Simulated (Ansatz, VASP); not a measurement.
## One calculation of NaF, two programs

The input INCAR:

```
PREC = Accurate
ENCUT = 520
EDIFF = 1E-7
ISMEAR = -1
SIGMA = 0.02
LREAL = F
LASPH = T
NELM = 80
ALGO = Normal
ISIF = 2
LWAVE = F
LCHARG = T
LELF = T
LVHAR = T
NBANDS = 14
```

File KPOINTS:

```
regular mesh
0
Gamma
  10 10 10
```

Contents of POSCAR:

```
NaF
1.0
    0.0000000000      2.3233000000      2.2768340000
    2.3233000000      0.0000000000      2.2768340000
    2.3233000000      2.3233000000      0.0000000000
Na F
1 1
Direct
    0.0000000000      0.0000000000      0.0000000000
    0.5000000000      0.5000000000      0.5000000000
```

Input for Ansatz:

```yaml
crystal:
  lattice:
    - [0.0, 2.3233, 2.276834]
    - [2.3233, 0.0, 2.276834]
    - [2.3233, 2.3233, 0.0]
  atoms:
    - { symbol: Na, position: [0.0, 0.0, 0.0] }
    - { symbol: F, position: [0.5, 0.5, 0.5] }
kpoints:
  mp_grid: { grid: [10, 10, 10] }
  band_path:
    path:
      - [0.0, 0.0, 0.0]
      - [0.0, 0.5, 0.5]
      - [0.25, 0.75, 0.5]
      - [0.0, 0.5, 0.0]
      - [0.0, 0.0, 0.0]
      - [0.5, 0.5, 0.0]
      - [0.3801541025, 0.6198458975, 0.0]
      - [-0.3801541025, 0.3801541025, 0.0]
      - [0.0, 0.0, 0.0]
    npoints: 5
scf:
  occupations: { method: fermi_dirac, width: 0.02 }
hamiltonian:
  xc: lda
  pseudopotentials: { kind: all_electron, lapw: { basis_error: 0.0005 } }
output:
  forces: true
  stress: true
  eigenvalues: true
```

Change from the starting cell: zz strain of -2 %.

Alike in both runs: task single point; functional LDA; k mesh 10 × 10 × 10; occupations fermi-dirac, width 0.02 eV; no spin polarisation.

|  | VASP | Ansatz |
| --- | --- | --- |
| version | VASP 6.6.1 | Ansatz 0.2.0 |
| potentials or method | VASP PAW LDA potentials, release 64 (Na_pv, F), cutoff 520 eV | all-electron LAPW, scalar-relativistic |

```csv
,VASP,Ansatz,Ansatz less VASP
gap on the k mesh at the Fermi level (eV),6.02,6.03,+0.009
pressure (GPa),-3.8,-3.7,+0.09
"traceless stress, the component that is largest in VASP (GPa)",1.03,1.00,-0.029
```

LDA's correlation is that of Perdew and Zunger in VASP and of Perdew and Wang (1992) in Ansatz. Ansatz ran all-electron here, and VASP with PAW potentials.
